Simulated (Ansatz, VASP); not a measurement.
**Two plane-wave programs on La2NbO5**

```
La Nb O
1.0
    -2.00621    2.00621    7.08137
     2.00621   -2.00621    7.08137
     2.00621    2.00621   -7.08137
La Nb O
2 1 5
Direct
  0.34036 0.34036 0.00000
  0.65964 0.65964 0.00000
  0.00000 0.00000 0.00000
  0.99507 0.49507 0.50000
  0.50493 0.00493 0.50000
  0.13907 0.13907 0.00000
  0.86093 0.86093 0.00000
  0.25000 0.75000 0.50000
```

Alike in both runs: functional PBE; k mesh 12 × 12 × 12; occupations gaussian, width 0.1 eV; no spin polarisation.

Ansatz relaxed the structure, and its values are those at the end. VASP's run is a single point on that final structure, the one shown.

|  | VASP | Ansatz |
| --- | --- | --- |
| version | VASP 6.6.1 | Ansatz 0.2.0 |
| potentials or method | VASP PAW PBE potentials, release 64 (La, Nb_sv, O), cutoff 520 eV | scalar-relativistic, plane waves, PAW |
| valence electrons in the cell | 65 | 65 |

Ansatz gave:

- gap on the k mesh at the Fermi level (eV): none
- pressure (GPa): 0.0
- rms of the force components (eV/Å): 0.001

Task: Estimate VASP's values.

Result: gap on the k mesh at the Fermi level (eV): none; pressure (GPa): -0.3; rms of the force components (eV/Å): 0.003.

A gap of «none» marks a metal or a gap that the smearing closes. With one functional, cell and mesh, what is left measures potentials, basis and numerics.

Neither program's run includes spin-orbit coupling.
